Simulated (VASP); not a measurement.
Bi, 2 atoms in the cell. Symmetry: C2/m, No. 12, monoclinic system. Conventional cell: a = 6.977 Å, b = 6.265 Å, c = 3.359 Å, α = 90.00°, β = 112.04°, γ = 90.00°. Bi (site symmetry m) has 9 Bi at 3.21 to 3.99 Å within 4.2 Å. 

| Property | Result |
| --- | --- |
| Program | VASP 6.6.1 |
| Task | single point |
| Functional | r2SCANh |
| Potentials or basis | VASP PAW PBE potentials, release 64 (Bi_d) |
| Cutoff | 520 eV |
| k mesh | 3 × 3 × 5 |
| Occupations | fermi-dirac, width 0.05 eV |
| Spin | no spin polarisation |
| Dipole correction | no |
| Grid for exact exchange (PRECFOCK) | Normal |
| Further INCAR settings | ALGO = Normal; EDIFF = 1e-06; NBANDS = 22 |
| Share of exact exchange | 0.1 |

Potentials or basis: VASP PAW PBE potentials, release 64 (Bi_d).

Run with:

```sh
$ cat potpaw_PBE.64/Bi_d/POTCAR > POTCAR
$ cp INCAR.step1 INCAR
$ mpirun -np 1 vasp_std > vasp.out
$ cp INCAR.step2 INCAR
$ mpirun -np 1 vasp_std > vasp.out
```

Hardware: 1 thread of Intel(R) Xeon(R) 6975P-C (Granite Rapids), on a shared host.

Question: Estimate the wall time of this run.

Answer: Run time: 19 min on 1 thread of Intel(R) Xeon(R) 6975P-C (Granite Rapids) (shared host), peak memory 0.22 GiB. Counts: k points 16.
